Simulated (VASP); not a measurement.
# C in VASP: notebook, part 2 of 3

VASP 6.6.1.

### Step 3. Single point, LDA

This run uses another cell than the first one, of 5.90 Å³/atom, 0.780 times its volume.

File INCAR:

```
PREC     = Accurate       # precision mode
ENCUT    = 520            # plane-wave cutoff, eV
EDIFF    = 1E-7           # SCF threshold, eV
ISMEAR   = 0              # smearing method
SIGMA    = 0.02           # smearing width, eV
LREAL    = False          # projectors in reciprocal space
LASPH    = True           # aspherical terms in the spheres
NELM     = 80             # most SCF steps
ALGO     = Normal         # electronic algorithm
ISIF     = 2              # what is computed and relaxed
LWAVE    = False          # write WAVECAR
LCHARG   = False          # write CHGCAR
GGA      = CA             # functional
NBANDS   = 11             # bands
```

File KPOINTS:

```
regular mesh
0
Gamma
  18 18 18
```

File POSCAR:

```
C
1.0
    2.0541758212     -1.1859986583     -0.0117333592
    2.0541758212      1.1859986583     -0.0117333592
   -1.3556214624      0.0000000000      2.4278257656
C
2
Direct
    0.8363851622      0.8363851622      0.0091555004
    0.1636148378      0.1636148378      0.9908444996
```

Potentials or basis: VASP PAW LDA potentials, release 64 (C).

Command:

```
> cat potpaw_LDA.64/C/POTCAR > POTCAR
> mpirun -np 1 vasp_std > vasp.out
```

OUTCAR:

```text
PREC = Accurate
   ENCUT = 520
   EDIFF = 1E-7
   ISMEAR = 0
   LREAL = False
   LASPH = True
   NELM = 80
   ISIF = 2
   GGA = CA

 ion  position               nearest neighbor table
   1  0.836  0.836  0.009-   2 1.37   2 1.37   2 1.37
   2  0.164  0.164  0.991-   1 1.37   1 1.37   1 1.37

  LATTYP: Found a trigonal (rhomboedric) cell.
 ALAT       =     2.7806606276
 COS(alpha) =     0.6361662726

  Lattice vectors:

 A1 = (   0.6985543588,   1.1859986583,   2.4160924064)
 A2 = (  -1.3556214624,   0.0000000000,   2.4278257656)
 A3 = (   0.6985543588,  -1.1859986583,   2.4160924064)

Analysis of symmetry for initial positions (statically):
=====================================================================
 Subroutine PRICEL returns:
 Original cell was already a primitive cell.

 Routine SETGRP: Setting up the symmetry group for a
 trigonal (rhombohedral) supercell.

 Subroutine GETGRP returns: Found 12 space group operations
 (whereof  4 operations were pure point group operations)
 out of a pool of 12 trial point group operations.

The static configuration has the point symmetry C_2h.
 The point group associated with its full space group is D_3d.

Analysis of symmetry for dynamics (positions and initial velocities):
=====================================================================
 Subroutine PRICEL returns:
 Original cell was already a primitive cell.

 Routine SETGRP: Setting up the symmetry group for a
 trigonal (rhombohedral) supercell.

 Subroutine GETGRP returns: Found 12 space group operations
 (whereof  4 operations were pure point group operations)
 out of a pool of 12 trial point group operations.

The dynamic configuration has the point symmetry C_2h.
 The point group associated with its full space group is D_3d.

 Subroutine INISYM returns: Found 12 space group operations
 (whereof  4 operations are pure point group operations),
 and found     1 'primitive' translations

----------------------------------------------------------------------------------------

                                     Primitive cell

  volume of cell :      11.7919

  direct lattice vectors                    reciprocal lattice vectors
     2.054175821 -1.185998658 -0.011733359     0.244185422 -0.421585637  0.136345451
     2.054175821  1.185998658 -0.011733359     0.244185422  0.421585637  0.136345451
    -1.355621462  0.000000000  2.427825766     0.002360231  0.000000000  0.413209051

  length of vectors
     2.371996795  2.371996795  2.780655947     0.505916052  0.505916052  0.413215792

  position of ions in fractional coordinates (direct lattice)
     0.836385162  0.836385162  0.009155500
     0.163614838  0.163614838  0.990844500

  ion indices of the primitive-cell ions
   primitive index   ion index
                 1           1
                 2           2

----------------------------------------------------------------------------------------

 KPOINTS: regular mesh

Automatic generation of k-mesh.
 Grid dimensions read from file:
 generate k-points for:   18   18   18

 Generating k-lattice:

  Cartesian coordinates                     Fractional coordinates (reciprocal lattice)
     0.013565857 -0.023421424  0.007574747     0.055555556 -0.000000000  0.000000000
     0.013565857  0.023421424  0.007574747    -0.000000000  0.055555556  0.000000000
     0.000131124  0.000000000  0.022956058    -0.000000000 -0.000000000  0.055555556

  Length of vectors
     0.028106447  0.028106447  0.022956433

  Shift w.r.t. Gamma in fractional coordinates (k-lattice)
     0.000000000  0.000000000  0.000000000

 Subroutine IBZKPT returns following result:
 ===========================================

 Found    580 irreducible k-points:

 Following reciprocal coordinates:
            Coordinates               Weight
  0.000000  0.000000  0.000000      1.000000
  0.055556  0.000000 -0.000000      6.000000
  0.111111  0.000000 -0.000000      6.000000
  0.166667  0.000000  0.000000      6.000000
  0.222222  0.000000 -0.000000      6.000000
  0.277778  0.000000 -0.000000      6.000000
[... 16 lines left out ...]
 -0.277778  0.055556  0.000000     12.000000
 -0.222222  0.055556  0.000000     12.000000
 [... further k-points ...]
   k-points           NKPTS =    580   k-points in BZ     NKDIM =    580   number of bands    NBANDS=     11
   number of dos      NEDOS =    301   number of ions     NIONS =      2
   total plane-waves  NPLWV =   7776
   dimension x,y,z NGX =    18 NGY =   18 NGZ =   24
   dimension x,y,z NGXF=    36 NGYF=   36 NGZF=   48
   ions per type =               2
   NGX,Y,Z   is equivalent  to a cutoff of  12.62, 12.62, 14.35 a.u.
   NGXF,Y,Z  is equivalent  to a cutoff of  25.23, 25.23, 28.70 a.u.
 SYSTEM =  unknown system
   PREC   = accura    normal or accurate (medium, high low for compatibility)
   ISTART =      0    job   : 0-new  1-cont  2-samecut
   ICHARG =      2    charge: 1-file 2-atom 10-const
   ISPIN  =      1    spin polarized calculation?
   LNONCOLLINEAR =      F non collinear calculations
   LSORBIT =      F    spin-orbit coupling
   LASPH  =      T    aspherical Exc in radial PAW
   ENCUT  =  520.0 eV  38.22 Ry    6.18 a.u.   4.41  4.41  5.17*2*pi/ulx,y,z
   NELM   =     80;   NELMIN=  2; NELMDL= -5     # of ELM steps
   EDIFF  = 0.1E-06   stopping-criterion for ELM
   LREAL  =      F    real-space projection
   EDIFFG = 0.1E-05   stopping-criterion for IOM
   NSW    =      0    number of steps for IOM
   IBRION =     -1    ionic relax: 0-MD 1-quasi-New 2-CG
   NFREE  =      0    steps in history (QN), initial steepest desc. (CG)
   ISIF   =      2    stress and relaxation
   ISYM   =      2    0-nonsym 1-usesym 2-fastsym
   POTIM  = 0.5000    time-step for ionic-motion
   TEBEG  =    0.0;   TEEND  =   0.0 temperature during run
   PSTRESS=    0.0 pullay stress
   NELECT =       8.0000    total number of electrons
   NUPDOWN=      -1.0000    fix difference up-down
   EMIN   =  10.00;   EMAX   =-10.00  energy-range for DOS
   EFERMI =   0.00;   METHOD = LEGACY
   ISMEAR =     0;   SIGMA  =   0.02  broadening in eV -4-tet -1-fermi 0-gaus
   EFERMI_NEDOS =   21; number of points for ismear=-14 and -15
   IALGO  =     38    algorithm
   IMIX   =      4    mixing-type and parameters
     AMIX     =   0.40;   BMIX     =  1.00
     AMIX_MAG =   1.60;   BMIX_MAG =  1.00
  volume/ion in A,a.u.               =       5.90        39.79
  Fermi-wavevector in a.u.,A,eV,Ry     =   1.438503  2.718377 28.154420  2.069291
  Thomas-Fermi vector in A             =   2.557463
   LORBIT       =      0    0 simple, 1 ext, 2 COOP (PROOUT), +10 PAW based schemes
   GGA     = CA    functional components
   LHFCALC =     F    Hartree Fock is set to
   AEXX    =    0.0000 exact exchange contribution
   IVDW    =     0    specifies the selected vdW correction
   LEPSILON=     F    determine dielectric tensor
   LRPA    =     F    only Hartree local field effects (RPA)
 non-spin polarized calculation
 Gauss-broadening in eV      SIGMA  =   0.02
  energy-cutoff  :      520.00
  volume of cell :       11.79
 maximum number of plane-waves:       338
 NGX is ok and might be reduce to    18
   NGX =  9   NGY =  9   NGZ = 11

 number of electron       7.9999999 magnetization

 Free energy of the ion-electron system (eV)
  ---------------------------------------------------
  ext. energy  EPLUGINS =         0.00000000
  ---------------------------------------------------
  free energy    TOTEN  =       -19.58993879 eV

  energy without entropy =      -19.58992032  energy(sigma->0) =      -19.58992956

 E-fermi :   9.4506     XC(G=0): -13.1013

 val. band max:        9.4323352467   @ k =  -0.2222   0.3333   0.0556
 cond. band min:       9.4625369125   @ k =  -0.2222   0.3889   0.1111
 fundamental gap:      0.0302016658
 Fermi energy:         9.4506037193

 k-point     1 :       0.0000    0.0000    0.0000
  band No.  band energies     occupation
      1     -12.5087      2.00000
      2       5.1614      2.00000
      3       6.2165      2.00000
      4       6.2165      2.00000
      5      17.8513      0.00000
      6      18.1936      0.00000
      7      18.1936      0.00000
      8      21.0405      0.00000
      9      25.2856      0.00000
     10      33.8766      0.00000
     11      36.9964      0.00000
[... 309 lines left out ...]
 k-point    24 :      -0.2222    0.0556    0.0000
  band No.  band energies     occupation
      1     -10.7628      2.00000
      2       1.5406      2.00000
      3       3.8298      2.00000
      4       6.5336      2.00000
      5      15.3325      0.00000
      6      19.3484      0.00000
      7      20.5430      0.00000
      8      23.4343      0.00000
      9      26.2784      0.00000
     10      30.2963      0.00000
     11      32.9024      0.00000

 [... further k-points ...]
[... 5 lines left out ...]
  --------------------------------------------------------------------------------------
  -------------------------------------------------------------------------------------
  Total        4.5515298      4.5515364      4.4272274      0.0000000      0.0000000     -0.0006988
  in kB      618.4235114    618.4244079    601.5343475      0.0000000      0.0000000     -0.0949484
  external PRESSURE =     612.7940889 kB  Pullay stress =       0.0000000 kB

 VOLUME and BASIS-vectors are now :
 -----------------------------------------------------------------------------
  energy-cutoff  :      520.00
  volume of cell :       11.79
      direct lattice vectors                 reciprocal lattice vectors
     2.054175821 -1.185998658 -0.011733359     0.244185422 -0.421585637  0.136345451
     2.054175821  1.185998658 -0.011733359     0.244185422  0.421585637  0.136345451
    -1.355621462  0.000000000  2.427825766     0.002360231  0.000000000  0.413209051

 POSITION                                       TOTAL-FORCE (eV/Angst)
 -----------------------------------------------------------------------------------
      3.42375      0.00000      0.00260         0.000030      0.000000      0.005297
     -0.67102      0.00000      2.40176        -0.000030      0.000000     -0.005297
 -----------------------------------------------------------------------------------
    total drift:                               -0.000000     -0.000000      0.000000

  FREE ENERGIE OF THE ION-ELECTRON SYSTEM (eV)
  ---------------------------------------------------
  free  energy   TOTEN  =       -19.5899387926 eV

  energy  without entropy=      -19.5899203181  energy(sigma->0) =      -19.58992956
```

Wall time 78 s (1 thread of Intel Xeon Platinum 8375C at 2.90GHz (Ice Lake), shared host); peak memory 0.16 GiB.

Results:

* Free energy: -19.5899 eV
* Pressure: 61.3 GPa
* Largest force: 0.005 eV/Å
* Band gap on the k mesh: 0.03 eV, indirect (least direct gap 0.05 eV)

Forces in eV/Å, atoms in the order of the input:
```
C    0.000  0.000  0.005
C    0.000  0.000 -0.005
```

Stress tensor (GPa, compression positive):
```
61.84  0.00 -0.01
 0.00 61.84  0.00
-0.01  0.00 60.15
```

Levels at points of the mesh, in eV from the valence-band top:
```
           k point  band 1  band 2  band 3  band 4  band 5  band 6  band 7  band 8  band 9
(0.00, 0.00, 0.00)  -21.94   -4.27   -3.22   -3.22    8.42    8.76    8.76   11.61   15.85
(0.50, 0.00, 0.00)  -15.49  -14.86   -6.78   -1.05    1.82    9.62   14.49   16.87   18.43
(0.50, 0.50, 0.00)  -14.47  -14.14   -7.49   -4.67    0.47    6.70   17.00   21.70   22.94
(0.00, 0.00, 0.50)  -19.51  -12.07   -3.52   -3.52    8.35    8.35   13.06   13.97   21.32
```

A k mesh can miss the band edges.

### Step 4. Single point, LDA

This run uses another cell than the first one, of 8.05 Å³/atom, 1.065 times its volume.

File INCAR:

```
ALGO = Normal ; EDIFF = 1E-6
ENCUT = 520 ; GGA = CA
ISIF = 2 ; ISMEAR = 0
LASPH = T ; LCHARG = F
LREAL = F ; LWAVE = F
NBANDS = 11 ; NELM = 80
PREC = Accurate ; SIGMA = 0.02
```

File KPOINTS:

```
k-points
0
Gamma
  14 14 8
```

File POSCAR:

```
C
1.0
    2.1124992926     -1.2196015668     -0.0121499920
    2.1124992926      1.2196015668     -0.0121499920
   -1.3905059299      0.0000000000      3.1327672642
C
2
Direct
    0.8334341936      0.8334341936      0.0003269839
    0.1665658064      0.1665658064      0.9996730161
```

Command:

```
> cat potpaw_LDA.64/C/POTCAR > POTCAR
> mpirun -np 1 vasp_std > vasp.out
```

Wall time 72 s (1 thread of Intel Xeon Platinum 8375C at 2.90GHz (Ice Lake), shared host); peak memory 0.16 GiB.

The run converged. Its results:

- Free energy: -20.2143 eV
- Pressure: 3.8 GPa
- Band gap on the k mesh: 0.39 eV, direct

Forces in eV/Å, atoms in the order of the input:
```
C    0.001  0.000  0.002
C   -0.001  0.000 -0.002
```

Stress tensor (GPa, compression positive):
```
 4.34  0.00 -0.01
 0.00  4.35  0.00
-0.01  0.00  2.83
```

Levels at points of the mesh, in eV from the valence-band top:
```tsv
k point	band 1	band 2	band 3	band 4	band 5	band 6	band 7	band 8	band 9
(0.00, 0.00, 0.00)	-19.67	-6.17	-2.84	-2.84	4.61	8.68	8.68	11.68	13.86
(0.50, 0.00, 0.00)	-14.09	-13.28	-6.28	-1.76	2.20	8.26	12.22	12.93	19.13
(0.50, 0.50, 0.00)	-13.89	-13.13	-6.39	-2.84	1.22	7.58	13.78	16.19	20.52
(0.00, 0.00, 0.50)	-19.14	-9.03	-2.88	-2.88	8.58	8.59	12.04	12.07	13.49
(0.50, 0.00, 0.50)	-13.89	-13.13	-6.39	-2.84	1.22	7.58	13.78	16.19	20.52
(0.50, 0.50, 0.50)	-14.09	-13.28	-6.28	-1.76	2.20	8.26	12.22	12.93	19.13
```

A k mesh can miss the band edges.

[end of part 2 of 3]
